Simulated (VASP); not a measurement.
# CoSi2 (Fm-3m) in VASP: a series of runs

CoSi2 is run at these levels: BLYP+D3(BJ), PBEsol+D3(BJ), revPBE, PBE; tasks: single point.

Program: VASP 6.6.1. These are calculated values, not measurements. Logs are shortened: lines on timing, memory, paths and dates and some standing lists are left out, and cuts for length are marked.

## 1. The cell of the first run

Symmetry: Fm-3m, No. 225, cubic system. The conventional cell has a = 5.332 Å, b = 5.332 Å, c = 5.332 Å, α = 90.00°, β = 90.00°, γ = 90.00°. Within 3.1 Å of Co (site symmetry m-3m) lie 8 Si at 2.31 Å. Within 3.1 Å of Si (site symmetry -43m) lie 4 Co at 2.31 Å and 6 Si at 2.67 Å.

## 2. Single point, BLYP+D3(BJ), collinear spin, ferromagnetic start (volume scaled by 1.02)

Contents of INCAR:

```
  PREC = Accurate
  ENCUT = 520
  EDIFF = 1E-6
  ISMEAR = 0
  SIGMA = 0.05
  LREAL = F
  LASPH = T
  NELM = 150
  ALGO = Normal
  ISIF = 2
  LWAVE = F
  LCHARG = T
  ISPIN = 2
  MAGMOM = 0.05 0 0
  LORBIT = 11
  LMAXMIX = 4
  GGA = B5
  ALDAX = 1.0
  AGGAX = 1.0
  AGGAC = 1.0
  ALDAC = 0.0
  IVDW = 12
  LELF = T
  LVHAR = T
  NBANDS = 20
  VDW_S6 = 1.0
  VDW_S8 = 2.6996
  VDW_A1 = 0.4298
  VDW_A2 = 4.2359
```

Contents of KPOINTS:

```
Automatic mesh
0
Gamma
  8 8 8
```

Contents of POSCAR:

```
CoSi2
1.0
    0.0000000000      2.6661708992      2.6661708992
    2.6661708992      0.0000000000      2.6661708992
    2.6661708992      2.6661708992      0.0000000000
Co Si
1 2
Direct
    0.0000000000      0.0000000000      0.0000000000
    0.2500000000      0.2500000000      0.2500000000
    0.7500000000      0.7500000000      0.7500000000
```

Potentials or basis: VASP PAW PBE potentials, release 64 (Co, Si).

Run with:

```
> cat potpaw_PBE.64/Co/POTCAR potpaw_PBE.64/Si/POTCAR > POTCAR
> mpirun -np 1 vasp_std > vasp.out
```

OUTCAR:

```text
PREC = Accurate
   ENCUT = 520
   EDIFF = 1E-6
   ISMEAR = 0
   LREAL = F
   LASPH = T
   NELM = 150
   ISIF = 2
   ISPIN = 2
   LORBIT = 11
   GGA = B5
   IVDW = 12
 IVDW          = 12

 ion  position               nearest neighbor table
   1  0.000  0.000  0.000-   3 2.31   3 2.31   3 2.31   2 2.31   3 2.31   2 2.31   2 2.31   2 2.31

   2  0.250  0.250  0.250-   1 2.31   1 2.31   1 2.31   1 2.31   3 2.67   3 2.67   3 2.67   3 2.67
                             3 2.67   3 2.67
   3  0.750  0.750  0.750-   1 2.31   1 2.31   1 2.31   1 2.31   2 2.67   2 2.67   2 2.67   2 2.67
                             2 2.67   2 2.67

  LATTYP: Found a face centered cubic cell.
 ALAT       =     5.3323417984

  Lattice vectors:

 A1 = (   0.0000000000,   2.6661708992,   2.6661708992)
 A2 = (   2.6661708992,   0.0000000000,   2.6661708992)
 A3 = (   2.6661708992,   2.6661708992,   0.0000000000)

Analysis of symmetry for initial positions (statically):
=====================================================================
 Subroutine PRICEL returns:
 Original cell was already a primitive cell.

 Routine SETGRP: Setting up the symmetry group for a
 face centered cubic supercell.

 Subroutine GETGRP returns: Found 48 space group operations
 (whereof 48 operations were pure point group operations)
 out of a pool of 48 trial point group operations.

The static configuration has the point symmetry O_h .

Analysis of symmetry for dynamics (positions and initial velocities):
=====================================================================
 Subroutine PRICEL returns:
 Original cell was already a primitive cell.

 Routine SETGRP: Setting up the symmetry group for a
 face centered cubic supercell.

 Subroutine GETGRP returns: Found 48 space group operations
 (whereof 48 operations were pure point group operations)
 out of a pool of 48 trial point group operations.

The dynamic configuration has the point symmetry O_h .

Analysis of structural, dynamic, and magnetic symmetry:
=====================================================================
 Subroutine PRICEL returns:
 Original cell was already a primitive cell.

 Routine SETGRP: Setting up the symmetry group for a
 face centered cubic supercell.

 Subroutine GETGRP returns: Found 48 space group operations
 (whereof 48 operations were pure point group operations)
 out of a pool of 48 trial point group operations.

The overall configuration has the point symmetry O_h .

 Subroutine INISYM returns: Found 48 space group operations
 (whereof 48 operations are pure point group operations),
 and found     1 'primitive' translations

----------------------------------------------------------------------------------------

[... 125 lines left out ...]
 spin polarized calculation
 Gauss-broadening in eV      SIGMA  =   0.05
  energy-cutoff  :      520.00
  volume of cell :       37.90
 maximum number of plane-waves:      1036
   NGX = 13   NGY = 13   NGZ = 13

 number of electron      17.0000001 magnetization      -0.0001306

 number of electron      17.0000001 magnetization       0.0000003

 Free energy of the ion-electron system (eV)
  ---------------------------------------------------
  ext. energy  EPLUGINS =         0.00000000
  ---------------------------------------------------
  free energy    TOTEN  =       -16.12219025 eV

  energy without entropy =      -16.12061631  energy(sigma->0) =      -16.12140328

 E-fermi :  10.7723     XC(G=0): -11.1401

 val. band max:       10.7722987620   @ k =  -0.3750   0.1250   0.0000
 cond. band min:      10.8215104866   @ k =  -0.1250   0.1250   0.0000
 fundamental gap:      0.0492117246
 Fermi energy:        10.7723493156

 spin component 1

 k-point     1 :       0.0000    0.0000    0.0000
  band No.  band energies     occupation
      1      -2.3943      1.00000
      2       6.6396      1.00000
      3       6.6396      1.00000
      4       6.6396      1.00000
      5       8.8353      1.00000
      6       8.8354      1.00000
[... 541 lines left out ...]
     19      26.0931      0.00000
     20      26.7058      0.00000

 [... further k-points ...]

 spin component 2

 k-point     1 :       0.0000    0.0000    0.0000
  band No.  band energies     occupation
      1      -2.3943      1.00000
      2       6.6395      1.00000
      3       6.6395      1.00000
      4       6.6395      1.00000
      5       8.8353      1.00000
      6       8.8353      1.00000
[... 541 lines left out ...]
     19      26.0931      0.00000
     20      26.7058      0.00000

 [... further k-points ...]

------------------------ aborting loop because EDIFF is reached ----------------------------------------

 Edisp (eV)   -3.02062

 E8    (eV) :    -2.1847

  FORCE on cell =-STRESS in cart. coord.  units (eV):
  Direction    XX          YY          ZZ          XY          YZ          ZX
  --------------------------------------------------------------------------------------
  -------------------------------------------------------------------------------------
  Total      -0.69927    -0.69927    -0.69927     0.00000     0.00000    -0.00000
  in kB     -29.55721   -29.55721   -29.55721     0.00000     0.00000    -0.00000
  external pressure =      -29.56 kB  Pullay stress =        0.00 kB

 VOLUME and BASIS-vectors are now :
 -----------------------------------------------------------------------------
  energy-cutoff  :      520.00
  volume of cell :       37.90
      direct lattice vectors                 reciprocal lattice vectors
     0.000000000  2.666170899  2.666170899    -0.187534865  0.187534865  0.187534865
     2.666170899  0.000000000  2.666170899     0.187534865 -0.187534865  0.187534865
     2.666170899  2.666170899  0.000000000     0.187534865  0.187534865 -0.187534865

 POSITION                                       TOTAL-FORCE (eV/Angst)
 -----------------------------------------------------------------------------------
      0.00000      0.00000      0.00000        -0.000000     -0.000000     -0.000000
      1.33309      1.33309      1.33309        -0.000000     -0.000000     -0.000000
      3.99926      3.99926      3.99926         0.000000      0.000000      0.000000
 -----------------------------------------------------------------------------------
    total drift:                               -0.000000     -0.000000      0.000000

  FREE ENERGIE OF THE ION-ELECTRON SYSTEM (eV)
  ---------------------------------------------------
  free  energy   TOTEN  =       -19.1428117039 eV

  energy  without entropy=      -19.1412377658  energy(sigma->0) =      -19.14202473

 total charge

# of ion       s       p       d       tot
------------------------------------------
    1        0.542   0.725   7.646   8.913
    2        0.726   0.891   0.000   1.617
    3        0.726   0.891   0.000   1.617
--------------------------------------------------
tot          1.993   2.508   7.646  12.147

 magnetization (x)

# of ion       s       p       d       tot
------------------------------------------
    1       -0.000  -0.000  -0.000  -0.000
    2        0.000   0.000   0.000   0.000
    3        0.000   0.000   0.000   0.000
--------------------------------------------------
tot          0.000   0.000  -0.000  -0.000
```

It took 42 s on 1 thread of Intel Xeon Platinum 8488C (Sapphire Rapids), shared host; peak memory 0.2 GiB.

Results:

| Item | Value |
| --- | --- |
| Free energy | -19.1428 eV |
| Pressure | -3.0 GPa |
| Net moment | 0.00 μB per cell |
| Valence electrons inside the program's atomic spheres | Co 8.91; Si 1.62 |
| Dispersion energy per atom | -1.007 eV |

Caveat: the PAW data sets were made with another functional, which shifts forces and pressure a little; pairwise dispersion overbinds metals, which lowers pressure and volume.

(Continued in part 2 of 2.)
